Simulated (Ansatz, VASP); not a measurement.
## Two plane-wave programs on LiH

```xyz
2
Lattice="0.0000 2.1951 2.1951 2.1951 0.0000 2.1951 2.1951 2.1951 0.0000" Properties=species:S:1:pos:R:3 pbc="T T T"
Li    0.0000    0.0000    0.0000
H     2.1951    2.1951    2.1951
```

Change from the starting cell: strain +0.080 along x and y, +0.080 along z, atoms carried along.

Alike in both runs: task single point; functional PBE; k mesh 10 × 10 × 10; occupations gaussian, width 0.05 eV; no spin polarisation.

|  | VASP | Ansatz |
| --- | --- | --- |
| version | VASP 6.6.1 | Ansatz 0.2.0 |
| potentials or method | VASP PAW PBE potentials, release 64 (Li_sv, H), cutoff 520 eV | scalar-relativistic, plane waves, PAW |
| valence electrons in the cell | 4 | 4 |

```csv
,VASP,Ansatz,Ansatz less VASP
gap on the k mesh at the Fermi level (eV),3.12,3.13,+0.007
least direct gap on the mesh (eV),3.12,3.13,+0.007
```

With one functional, cell and mesh, what is left measures potentials, basis and numerics.

Noted on VASP's run: the cutoff is short for stress, so the pressure is rough.
